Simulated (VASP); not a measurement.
Crystal: AlV2N3.

```
Al V N
1.0
     2.67782    1.54604    2.98741
    -2.67782    1.54604    2.98741
     0.00000   -3.09208    2.98741
Al V N
1 2 3
Cartesian
  0.0000 0.0000 4.4811
  0.0000 0.0000 7.4685
  0.0000 0.0000 1.4937
  -0.8926 -1.5460 2.9874
  -0.8926 1.5460 2.9874
  1.7852 0.0000 2.9874
```

| Quantity | Value |
| --- | --- |
| Program | VASP 6.6.1 |
| Task | relaxation of cell and atoms |
| Functional | PBE |
| Potentials or basis | VASP PAW PBE potentials, release 64 (Al, V_sv, N) |
| Cutoff | 600 eV |
| k mesh | 6 × 6 × 6 |
| Occupations | gaussian, width 0.1 eV |
| Spin | collinear spin, ferromagnetic start |
| Starting moments | [0.0, -2.0, -2.0, 0.0, 0.0, 0.0] μB |

At the start: pressure -44.9 GPa; volume 12.37 Å³/atom.

Question: How do energy, volume and symmetry change on relaxing?

Answer: Over 10 steps the energy falls by 692.6 meV/atom and the volume is 8.82 Å³/atom (-28.7 %); space group R32 (No. 155, to 0.1 Å) before and after; moment 0.00 μB per cell.

Step by step:
```
step  energy change (eV)  largest force (eV/Å)  pressure (GPa)  volume (Å³)
   1              0.0000                0.4610          -44.92        74.21
   2             -1.0075                0.6921          100.81        42.73
   3             -4.0654                0.6628           -5.93        54.29
   4             -4.0767                0.6352           -2.65        53.64
   5             -4.0766                0.6179           -0.69        53.27
   6             -4.1385                0.0798            3.94        52.15
   7             -4.1495                0.2144            2.47        52.46
   8             -4.1526                0.0526           -2.14        53.33
   9             -4.1549                0.1147           -0.35        52.98
  10             -4.1556                0.0183            0.01        52.94
```

Final structure:
```cif
data_structure
_symmetry_space_group_name_H-M 'P 1'
_symmetry_Int_Tables_number 1
_cell_length_a 3.8293
_cell_length_b 3.8293
_cell_length_c 3.8293
_cell_angle_alpha 78.048
_cell_angle_beta 78.048
_cell_angle_gamma 78.048
_cell_volume 52.94
loop_
_atom_site_label
_atom_site_type_symbol
_atom_site_fract_x
_atom_site_fract_y
_atom_site_fract_z
_atom_site_occupancy
Al1 Al 0.50000 0.50000 0.50000 1
V1 V 0.83871 0.83871 0.83871 1
V2 V 0.16129 0.16129 0.16129 1
N1 N 0.00000 0.33198 0.66802 1
N2 N 0.33198 0.66802 0.00000 1
N3 N 0.66802 0.00000 0.33198 1
```

Caveat: the volume moved by over 15 % at a fixed basis, so the end points are rough.
